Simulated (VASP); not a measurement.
# Sb (R-3m) in VASP: further runs, part 2 of 2

VASP 6.6.1. Earlier steps stand in the parts before.

## 5. Single point, LDA

File INCAR:

```
ALGO = Normal
EDIFF = 1E-6
ENCUT = 500
GGA_COMPAT = False
ISIF = 2
ISMEAR = 0
LASPH = True
LCHARG = False
LREAL = False
LWAVE = False
NBANDS = 22
NELM = 120
PREC = Accurate
SIGMA = 0.1
```

File KPOINTS:

```
k-points
0
Gamma
  12 12 12
```

File POSCAR:

```
Sb
1.0
    2.1470269842      1.2395866073      3.6566132744
   -2.1470269842      1.2395866073      3.6566132744
    0.0000000000     -2.4791732145      3.6566132744
Sb
2
Direct
    0.2358154361      0.2358154361      0.2358154361
    0.7641845639      0.7641845639      0.7641845639
```

Potentials or basis: VASP PAW LDA potentials, release 64 (Sb_d_GW).

Started as:

```bash
> cat potpaw_LDA.64/Sb_d_GW/POTCAR > POTCAR
> mpirun -np 1 vasp_std > vasp.out
```

Run time: 61 s. Hardware: 1 thread of Intel Xeon 6975P-C (Granite Rapids), shared host; peak memory 0.33 GiB.

The run converged. Its results:

* Free energy: -9.6452 eV
* Pressure: 0.0 GPa
* Largest force: 0.017 eV/Å
* Band gap on the k mesh: zero (band 15 reaches 5.56 eV, above the bottom of band 16 at 5.29 eV)

Forces in eV/Å, atoms in the order of the input:
```
Sb   0.000  0.000  0.017
Sb   0.000  0.000 -0.017
```

Levels at points of the mesh, in eV from the Fermi level:
```csv
k point,band 13,band 14,band 15,band 16,band 17,band 18
"(0.00, 0.00, 0.00)",-1.95,-1.81,-1.81,2.39,2.88,2.88
"(0.50, 0.00, 0.00)",-1.75,-1.57,-0.27,-0.13,0.27,0.33
"(0.50, 0.50, 0.00)",-5.63,-3.79,-3.75,1.63,5.16,5.58
"(0.50, 0.50, 0.50)",-1.23,-1.23,-0.42,-0.01,-0.01,1.00
```

Caveat: spin-orbit coupling is left out, which moves the levels of the heavy elements.

## 6. Single point, PBE

File INCAR:

```
SYSTEM = Sb
  PREC = Accurate
  ENCUT = 500
  EDIFF = 1E-6
  ISMEAR = 0
  SIGMA = 0.1
  LREAL = .False.
  LASPH = .True.
  NELM = 120
  ALGO = Normal
  ISIF = 2
  LWAVE = .False.
  LCHARG = .False.
  GGA = PE
  NBANDS = 22
  GGA_COMPAT = .False.
```

File KPOINTS:

```
Automatic mesh
0
Gamma
  12 12 12
  0 0 0
```

POSCAR is that of step 5.

Potentials or basis: VASP PAW PBE potentials, release 64 (Sb_d_GW).

Started as:

```bash
> cat potpaw_PBE.64/Sb_d_GW/POTCAR > POTCAR
> mpirun -np 1 vasp_std > vasp.out
```

OUTCAR:

```text
SYSTEM = Sb
   PREC = Accurate
   ENCUT = 500
   EDIFF = 1E-6
   ISMEAR = 0
   LREAL = .False.
   LASPH = .True.
   NELM = 120
   ISIF = 2
   GGA = PE

 ion  position               nearest neighbor table
   1  0.236  0.236  0.236-   2 2.91   2 2.91   2 2.91   2 3.27   2 3.27   2 3.27
   2  0.764  0.764  0.764-   1 2.91   1 2.91   1 2.91   1 3.27   1 3.27   1 3.27

  LATTYP: Found a trigonal (rhomboedric) cell.
 ALAT       =     4.4178185190
 COS(alpha) =     0.5276224401

  Lattice vectors:

 A1 = (   2.1470269842,   1.2395866073,   3.6566132744)
 A2 = (  -2.1470269842,   1.2395866073,   3.6566132744)
 A3 = (   0.0000000000,  -2.4791732145,   3.6566132744)

Analysis of symmetry for initial positions (statically):
=====================================================================
 Subroutine PRICEL returns:
 Original cell was already a primitive cell.

 Routine SETGRP: Setting up the symmetry group for a
 trigonal (rhombohedral) supercell.

 Subroutine GETGRP returns: Found 12 space group operations
 (whereof 12 operations were pure point group operations)
 out of a pool of 12 trial point group operations.

[... 158 lines left out ...]
  free energy    TOTEN  =        -8.25309616 eV

  energy without entropy =       -8.25241915  energy(sigma->0) =       -8.25275766

 E-fermi :   5.6573     XC(G=0): -10.0654

 val. band max:        5.6541416456   @ k =  -0.4167   0.5000   0.4167
 cond. band min:       5.8032013993   @ k =   0.4167   0.3333   0.3333
 fundamental gap:      0.1490597537
 Fermi energy:         5.6573278591

 k-point     1 :       0.0000    0.0000    0.0000
  band No.  band energies     occupation
      1     -23.7911      2.00000
      2     -23.7911      2.00000
      3     -23.6974      2.00000
      4     -23.6974      2.00000
      5     -23.6755      2.00000
      6     -23.5775      2.00000
[... 589 lines left out ...]
     21      13.5042      0.00000
     22      16.2598      0.00000

 [... further k-points ...]

------------------------ aborting loop because EDIFF is reached ----------------------------------------

  FORCE on cell =-STRESS in cart. coord.  units (eV):
  Direction    XX          YY          ZZ          XY          YZ          ZX
  --------------------------------------------------------------------------------------
  -------------------------------------------------------------------------------------
  Total        1.4973034      1.4973034      1.4483532      0.0000000      0.0000000      0.0000000
  in kB       41.0842853     41.0842853     39.7411487      0.0000000      0.0000000      0.0000000
  external PRESSURE =      40.6365731 kB  Pullay stress =       0.0000000 kB

 VOLUME and BASIS-vectors are now :
 -----------------------------------------------------------------------------
  energy-cutoff  :      500.00
  volume of cell :       58.39
      direct lattice vectors                 reciprocal lattice vectors
     2.147026984  1.239586607  3.656613274     0.232880166  0.134453426  0.091159034
    -2.147026984  1.239586607  3.656613274    -0.232880166  0.134453426  0.091159034
     0.000000000 -2.479173214  3.656613274     0.000000000 -0.268906853  0.091159034

 POSITION                                       TOTAL-FORCE (eV/Angst)
 -----------------------------------------------------------------------------------
      0.00000      0.00000      2.58686         0.000000      0.000000      0.131800
      0.00000      0.00000      8.38298         0.000000     -0.000000     -0.131800
 -----------------------------------------------------------------------------------
    total drift:                               -0.000000     -0.000000      0.000000

  FREE ENERGIE OF THE ION-ELECTRON SYSTEM (eV)
  ---------------------------------------------------
  free  energy   TOTEN  =        -8.2530961567 eV

  energy  without entropy=       -8.2524191537  energy(sigma->0) =       -8.25275766
```

OSZICAR:

```text
N       E                     dE             d eps       ncg     rms          rms(c)
DAV:   1     0.229423949787E+03    0.22942E+03   -0.94625E+03 11626   0.129E+04
DAV:   2     0.238446067203E+02   -0.20558E+03   -0.19743E+03 16056   0.146E+03
DAV:   3    -0.688589188201E+01   -0.30730E+02   -0.30541E+02 16304   0.238E+02
DAV:   4    -0.819200811816E+01   -0.13061E+01   -0.13054E+01 14122   0.352E+01
DAV:   5    -0.825015476017E+01   -0.58147E-01   -0.58141E-01 13080   0.876E+00    0.410E+00
DAV:   6    -0.825250696405E+01   -0.23522E-02   -0.39294E-02 16512   0.541E+00    0.255E+00
DAV:   7    -0.825294701316E+01   -0.44005E-03   -0.80821E-03 14768   0.473E+00    0.122E-01
DAV:   8    -0.825300740743E+01   -0.60394E-04   -0.79493E-04 15340   0.127E+00    0.495E-02
DAV:   9    -0.825309265774E+01   -0.85250E-04   -0.79446E-05 13184   0.319E-01    0.239E-02
DAV:  10    -0.825309610332E+01   -0.34456E-05   -0.10263E-05 11056   0.129E-01    0.203E-03
DAV:  11    -0.825309615666E+01   -0.53333E-07   -0.31714E-07  6546   0.325E-02
   1 F= -.82530962E+01 E0= -.82527577E+01  d E =-.677003E-03
```

stdout:

```text
POSCAR found type information on POSCAR Sb
 POSCAR found :  1 types and       2 ions
 scaLAPACK will be used
 LDA part: xc-table for (Slater+PW92), standard interpolation
 POSCAR, INCAR and KPOINTS ok, starting setup
 FFT: planning ... GRIDC
 FFT: planning ... GRID_SOFT
 FFT: planning ... GRID
 WAVECAR not read
 entering main loop
```

It took 68 s on 1 thread of Intel Xeon 6975P-C (Granite Rapids), shared host; peak memory 0.35 GiB.

Results:

| Item | Value |
| --- | --- |
| Free energy | -8.2531 eV |
| Pressure | 4.1 GPa |
| Largest force | 0.132 eV/Å |
| Band gap on the k mesh | zero (band 15 reaches 5.82 eV, above the bottom of band 16 at 5.55 eV) |

Forces in eV/Å, atoms in the order of the input:
```
Sb   0.000  0.000  0.132
Sb   0.000  0.000 -0.132
```

Caveat: spin-orbit coupling is left out, which moves the levels of the heavy elements.

## 7. Summary

```tsv
task	level	potentials or basis	cell	cutoff (eV)	second run	gap on the mesh (eV)	pressure (GPa)	largest force (eV/Å)
single point	LDA	VASP PAW LDA potentials, release 64 (Sb)	a = 4.418 Å, angles 58.2°, 2 atoms	520	-	none	0.3	0.07
single point	PBE	VASP PAW PBE potentials, release 64 (Sb)	a = 4.418 Å, angles 58.2°, 2 atoms	520	-	none	4.2	0.17
relaxation of cell and atoms	LDA	VASP PAW LDA potentials, release 64 (Sb)	relaxed from a = 4.446 Å, angles 58.2°, 2 atoms	600	-	none	0.0	-
single point	LDA	VASP PAW LDA potentials, release 64 (Sb_d_GW)	a = 4.418 Å, angles 58.2°, 2 atoms	500	valence_matched	none	0.0	0.02
single point	PBE	VASP PAW PBE potentials, release 64 (Sb_d_GW)	a = 4.418 Å, angles 58.2°, 2 atoms	500	valence_matched	none	4.1	0.13
```

Alike in all rows: no spin polarisation; k mesh 12 × 12 × 12; smearing gaussian 0.1 eV.

Caveats: spin-orbit coupling is left out, which moves the levels of the heavy elements.

Absolute energies hang on the potentials; compare differences alone.
